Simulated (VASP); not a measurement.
# Be: single point with PBEsol

Be:

```
Be
1.0
     2.22154    0.00000    0.00000
     0.00000    2.22154    0.00000
     0.00000    0.00000    2.22154
Be
1
Direct
  0.00000 0.00000 0.00000
```

This cell differs from its parent crystal: volume scaled by 1.08.

```json
{"Program": "VASP 6.6.1", "Task": "single point", "Functional": "PBEsol", "Potentials or basis": "VASP PAW PBE potentials, release 64 (Be)", "Cutoff": "520 eV", "k mesh": "16 × 16 × 16", "Occupations": "fermi-dirac, width 0.1 eV", "Spin": "no spin polarisation", "Dipole correction": "no", "Further INCAR settings": "ALGO = Normal; EDIFF = 1e-06; NBANDS = 7"}
```

```
Pressure               : -4.9 GPa
Band gap on the k mesh : zero (band 1 reaches 9.44 eV, above the bottom of band 2 at 2.48 eV)
```

Levels at points of the mesh, in eV from the Fermi level:
| k point | band 1 | band 2 | band 3 | band 4 | band 5 |
| --- | --- | --- | --- | --- | --- |
| (0.00, 0.00, 0.00) | -9.28 | 12.95 | 12.95 | 12.95 | 18.53 |
| (0.50, 0.00, 0.00) | -4.33 | -1.79 | 16.40 | 16.40 | 23.71 |
| (0.50, 0.50, 0.00) | 0.73 | 0.73 | 6.55 | 6.64 | 19.23 |
| (0.50, 0.50, 0.50) | 5.17 | 5.17 | 5.17 | 12.83 | 12.83 |

It took 6.9 s on 1 thread of Intel(R) Xeon(R) Platinum 8259CL CPU @ 2.50GHz (Skylake/Cascade Lake), on a shared host, peak memory 0.12 GiB.

Caveat: the PAW data sets were made with another functional, which shifts forces and pressure a little.
